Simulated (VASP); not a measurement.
KMgF3, 5 atoms in the cell. It takes space group Amm2 (No. 38, orthorhombic). Conventional cell: a = 3.986 Å, b = 5.637 Å, c = 5.637 Å, α = 90.00°, β = 90.00°, γ = 90.00°. Within 3.1 Å of K (site symmetry mm2) lie 11 F at 2.38 to 3.06 Å. Within 2.3 Å of Mg (site symmetry mm2) lie 4 F at 1.71 to 2.04 Å. F (site symmetry mm2) has 2 Mg at 2.04 Å and 1 K at 2.38 Å within 2.7 Å. F (site symmetry m) has 1 Mg at 1.71 Å within 2.3 Å.  This cell differs from its parent crystal: all F atoms moved +0.438 Å, as atom 3 towards its neighbour atom 1 (K) at 2.818 Å.

| Property | Result |
| --- | --- |
| Program | VASP 6.6.1 |
| Task | single point |
| Functional | PBE |
| Potentials or basis | VASP PAW PBE potentials, release 64 (K_sv, Mg, F) |
| Cutoff | 520 eV |
| k mesh | 6 × 6 × 6 |
| Occupations | gaussian, width 0.05 eV |
| Spin | no spin polarisation |
| Dipole correction | no |
| Further INCAR settings | ALGO = Normal; EDIFF = 1e-07; NBANDS = 24 |

Potentials or basis: VASP PAW PBE potentials, release 64 (K_sv, Mg, F).

Run with:

```sh
$ cat potpaw_PBE.64/K_sv/POTCAR potpaw_PBE.64/Mg/POTCAR potpaw_PBE.64/F/POTCAR > POTCAR
$ mpirun -np 1 vasp_std > vasp.out
```

Hardware: 1 thread of Intel Xeon 6975P-C (shared host).

Problem. Estimate the wall time of this run.

Solution. It took 98 s on 1 thread of Intel Xeon 6975P-C (shared host), peak memory 0.22 GiB. Counts: scf iterations 14, k points 52.
